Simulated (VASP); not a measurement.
# PtSe2 (P-3m1) in VASP: further runs, part 2 of 2

VASP 6.6.1. Earlier steps stand in the parts before.

### 4 Single point, PBE-based screened hybrid

File POSCAR:

```
PtSe2
1.0
    3.7286503637      0.0000000000      0.0000000000
   -1.8643251819      3.2291059368      0.0000000000
    0.0000000000      0.0000000000      5.2771566385
Pt Se
1 2
Direct
    0.0000000000      0.0000000000      0.0000000000
    0.3333333333      0.6666666667      0.2462188963
    0.6666666667      0.3333333333      0.7537811037
```

File INCAR.step1:

```
PREC     = Accurate       # precision mode
ENCUT    = 400            # plane-wave cutoff, eV
EDIFF    = 1E-5           # SCF threshold, eV
ISMEAR   = -1             # smearing method
SIGMA    = 0.02           # smearing width, eV
LREAL    = False          # projectors in reciprocal space
LASPH    = True           # aspherical terms in the spheres
NELM     = 120            # most SCF steps
ALGO     = Normal         # electronic algorithm
ISIF     = 2              # what is computed and relaxed
LWAVE    = True           # write WAVECAR
NBANDS   = 18             # bands
GGA      = PE             # functional
GGA_COMPAT= False
```

File INCAR.step2:

```
PREC     = Accurate       # precision mode
ENCUT    = 400            # plane-wave cutoff, eV
EDIFF    = 1E-6           # SCF threshold, eV
ISMEAR   = -1             # smearing method
SIGMA    = 0.02           # smearing width, eV
LREAL    = False          # projectors in reciprocal space
LASPH    = True           # aspherical terms in the spheres
NELM     = 120            # most SCF steps
ALGO     = Normal         # electronic algorithm
ISIF     = 2              # what is computed and relaxed
LWAVE    = False          # write WAVECAR
LCHARG   = True           # write CHGCAR
GGA      = PE             # functional
LHFCALC  = True           # exact exchange
AEXX     = 0.4            # exact-exchange fraction
HFSCREEN = 0.1            # screening, 1/A
PRECFOCK = Normal       
LELF     = True           # ELF
LVHAR    = True         
NBANDS   = 18             # bands
ISTART   = 1            
GGA_COMPAT= False
```

File KPOINTS:

```
regular mesh
0
Gamma
  6 6 2
```

Potentials or basis: VASP PAW PBE potentials, release 64 (Pt, Se).

The run is started by

```sh
$ cat potpaw_PBE.64/Pt/POTCAR potpaw_PBE.64/Se/POTCAR > POTCAR
$ cp INCAR.step1 INCAR
$ mpirun -np 1 vasp_std > vasp.out
$ cp INCAR.step2 INCAR
$ mpirun -np 1 vasp_std > vasp.out
```

OUTCAR:

```text
PREC = Accurate
   ENCUT = 400
   EDIFF = 1E-6
   ISMEAR = -1
   LREAL = False
   LASPH = True
   NELM = 120
   ISIF = 2
   GGA = PE
   LHFCALC = True
   AEXX = 0.4
   HFSCREEN = 0.1
   PRECFOCK = Normal
   ISTART = 1

 ion  position               nearest neighbor table
   1  0.000  0.000  0.000-   2 2.51   3 2.51   3 2.51   2 2.51   3 2.51   2 2.51
   2  0.333  0.667  0.246-   1 2.51   1 2.51   1 2.51
   3  0.667  0.333  0.754-   1 2.51   1 2.51   1 2.51

  LATTYP: Found a hexagonal cell.
 ALAT       =     3.7286503637
 C/A-ratio  =     1.4152994043

  Lattice vectors:

 A1 = (   3.7286503637,   0.0000000000,   0.0000000000)
 A2 = (  -1.8643251819,   3.2291059368,   0.0000000000)
 A3 = (   0.0000000000,   0.0000000000,   5.2771566385)

Analysis of symmetry for initial positions (statically):
=====================================================================
 Subroutine PRICEL returns:
 Original cell was already a primitive cell.

 Routine SETGRP: Setting up the symmetry group for a
 hexagonal supercell.
[... 161 lines left out ...]
  free energy    TOTEN  =       -20.39368153 eV

  energy without entropy =      -20.39368153  energy(sigma->0) =      -20.39368153

 E-fermi :   5.9646     XC(G=0):  -7.2090

 val. band max:        5.5599269440   @ k =   0.0000   0.0000   0.0000
 cond. band min:       6.3913708686   @ k =   0.3333   0.3333   0.0000
 fundamental gap:      0.8314439247
 Fermi energy:         5.9646367232

 k-point     1 :       0.0000    0.0000    0.0000
  band No.  band energies     occupation
      1     -12.8400      2.00000
      2      -9.8759      2.00000
      3      -3.4010      2.00000
      4      -2.4211      2.00000
      5      -2.4211      2.00000
      6      -0.3748      2.00000
[... 271 lines left out ...]
      5      -2.1762      2.00000
      6      -0.3015      2.00000
[... 10 lines left out ...]
     17      14.6069      0.00000
     18      17.2824      0.00000

------------------------ aborting loop because EDIFF is reached ----------------------------------------

  FORCE on cell =-STRESS in cart. coord.  units (eV):
  Direction    XX          YY          ZZ          XY          YZ          ZX
  --------------------------------------------------------------------------------------
  -------------------------------------------------------------------------------------
  Total       -1.9055255     -1.9055255     -0.8403385      0.0000000      0.0000000      0.0000000
  in kB      -48.0497816    -48.0497816    -21.1899984      0.0000000      0.0000000      0.0000000
  external PRESSURE =     -39.0965205 kB  Pullay stress =       0.0000000 kB

 VOLUME and BASIS-vectors are now :
 -----------------------------------------------------------------------------
  energy-cutoff  :      400.00
  volume of cell :       63.54
      direct lattice vectors                 reciprocal lattice vectors
     3.728650364  0.000000000  0.000000000     0.268193556  0.154841622  0.000000000
    -1.864325182  3.229105937  0.000000000     0.000000000  0.309683243  0.000000000
     0.000000000  0.000000000  5.277156639     0.000000000  0.000000000  0.189495986

 POSITION                                       TOTAL-FORCE (eV/Angst)
 -----------------------------------------------------------------------------------
      0.00000      0.00000      0.00000        -0.000000      0.000000      0.000000
     -0.00000      2.15274      1.29934         0.000000      0.000000     -0.628094
      1.86433      1.07637      3.97782         0.000000     -0.000000      0.628094
 -----------------------------------------------------------------------------------
    total drift:                                0.000000      0.000000     -0.000001

  FREE ENERGIE OF THE ION-ELECTRON SYSTEM (eV)
  ---------------------------------------------------
  free  energy   TOTEN  =       -20.3936815313 eV

  energy  without entropy=      -20.3936815313  energy(sigma->0) =      -20.39368153
```

OSZICAR.step1:

```text
N       E                     dE             d eps       ncg     rms          rms(c)
DAV:   1     0.904989628989E+02    0.90499E+02   -0.84087E+03   520   0.853E+02
DAV:   2    -0.110943536208E+02   -0.10159E+03   -0.98482E+02   628   0.188E+02
DAV:   3    -0.150167476822E+02   -0.39224E+01   -0.39025E+01   588   0.370E+01
DAV:   4    -0.150454698356E+02   -0.28722E-01   -0.28710E-01   620   0.355E+00
DAV:   5    -0.150457827257E+02   -0.31289E-03   -0.31288E-03   614   0.355E-01    0.124E+01
DAV:   6    -0.144706701186E+02    0.57511E+00   -0.41272E+00   530   0.182E+01    0.743E+00
DAV:   7    -0.142642547436E+02    0.20642E+00   -0.79915E-01   526   0.851E+00    0.384E+00
DAV:   8    -0.142504462527E+02    0.13808E-01   -0.48061E-02   552   0.146E+00    0.769E-01
DAV:   9    -0.142475894608E+02    0.28568E-02   -0.82409E-03   544   0.871E-01    0.175E-01
DAV:  10    -0.142478053794E+02   -0.21592E-03   -0.13778E-03   596   0.216E-01    0.411E-02
DAV:  11    -0.142478100086E+02   -0.46292E-05   -0.41290E-05   618   0.481E-02
   1 F= -.14247810E+02 E0= -.14247185E+02  d E =-.125083E-02
```

It took 15 min on 1 thread of Intel Xeon Platinum 8488C (Sapphire Rapids), shared host; peak memory 0.27 GiB.

Results:

| Quantity | Value |
| --- | --- |
| Free energy | -20.3937 eV |
| Pressure | -3.9 GPa |
| Largest force | 0.628 eV/Å |
| Band gap on the k mesh | 0.83 eV, indirect (least direct gap 2.30 eV) |

Forces in eV/Å, atoms in the order of the input:
```
Pt   0.000  0.000  0.000
Se   0.000  0.000 -0.628
Se   0.000  0.000  0.628
```

Levels at points of the mesh, in eV from the valence-band top:
| k point | band 9 | band 10 | band 11 | band 12 | band 13 | band 14 |
| --- | --- | --- | --- | --- | --- | --- |
| (0.00, 0.00, 0.00) | -1.61 | -1.61 | 0.00 | 2.30 | 2.30 | 4.93 |
| (0.50, 0.00, 0.00) | -4.61 | -4.32 | -4.29 | 1.62 | 3.26 | 5.96 |
| (0.00, 0.00, 0.50) | -2.94 | -1.97 | -1.97 | 3.14 | 3.14 | 5.98 |
| (0.50, 0.00, 0.50) | -4.92 | -3.70 | -2.21 | 1.92 | 2.56 | 5.71 |

Caveat: the k points lie up to 0.60 Å⁻¹ apart; the PAW data sets were made with another functional, which shifts forces and pressure a little; spin-orbit coupling is left out, which moves the levels of the heavy elements.

### 5 Summary

| level | potentials or basis | k mesh | cutoff (eV) | smearing | grid for exact exchange (PRECFOCK) | share of exact exchange | screening parameter | gap on the mesh (eV) | pressure (GPa) | largest force (eV/Å) |
| --- | --- | --- | --- | --- | --- | --- | --- | --- | --- | --- |
| PBEsol | VASP PAW PBE potentials, release 64 (Pt, Se) | 6 × 6 × 4 | 500 | methfessel-paxton 0.2 eV | - | - | - | none | -1.0 | 0.08 |
| LDA | VASP PAW LDA potentials, release 64 (Pt, Se) | 6 × 6 × 4 | 500 | fermi-dirac 0.02 eV | - | - | - | none | -3.2 | 0.21 |
| PBE-based screened hybrid | VASP PAW PBE potentials, release 64 (Pt, Se) | 6 × 6 × 2 | 400 | fermi-dirac 0.02 eV | Normal | 0.4 | 0.1 1/Å | 0.83 | -3.9 | 0.63 |

Alike in all rows: task single point; no spin polarisation; cell as given.

Caveats: some runs use coarse meshes; spin-orbit coupling is left out, which moves the levels of the heavy elements; the PAW data sets were made with another functional, which shifts forces and pressure a little (some runs).

Absolute energies hang on the potentials; compare differences alone.
